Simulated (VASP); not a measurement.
Here is a VASP 6.6.1 calculation.

File POSCAR:

```
ZrS
1.0
    0.0000000000      2.6742187500      2.6742187500
    2.6250000000      0.0492187500      2.6250000000
    2.6250000000      2.6250000000      0.0492187500
Zr S
1 1
Direct
    0.0000000000      0.0000000000      0.0000000000
    0.5000000000      0.5000000000      0.5000000000
```

The input INCAR.step1:

```
PREC = Accurate
ENCUT = 520
ISMEAR = 0
SIGMA = 0.15
LREAL = F
LASPH = T
NELM = 80
NBANDS = 16
GGA = PE
ALGO = Normal
EDIFF = 1E-4
LWAVE = T
LCHARG = F
```

INCAR.step2

```
PREC = Accurate
ENCUT = 520
EDIFF = 1E-6
ISMEAR = 0
SIGMA = 0.15
LREAL = F
LASPH = T
NELM = 80
ALGO = Normal
ISIF = 2
LWAVE = F
LCHARG = F
METAGGA = R2SCAN
LMIXTAU = T
NBANDS = 16
ISTART = 1
```

KPOINTS

```
regular mesh
0
Gamma
  16 16 16
```

Potentials or basis: VASP PAW PBE potentials, release 64 (Zr_sv, S).

Launch:

```console
$ cat potpaw_PBE.64/Zr_sv/POTCAR potpaw_PBE.64/S/POTCAR > POTCAR
$ cp INCAR.step1 INCAR
$ mpirun -np 1 vasp_std > vasp.out
$ cp INCAR.step2 INCAR
$ mpirun -np 1 vasp_std > vasp.out
```

Task: Predict the pressure.

Result: -1.9 GPa.

Task: Predict the band gap on the k mesh.

Result: Zero (bands 9 and 10 overlap by 2.87 eV).

Stress tensor (GPa, compression positive):
```
-2.06  0.00  0.00
 0.00 -1.88 -1.11
 0.00 -1.11 -1.88
```

Caveat: the cell differs from its parent crystal (strain +0.0375 x Voigt [0, 0, 0, 1, 0, 0]); the PAW data sets were made with another functional, which shifts forces and pressure a little.
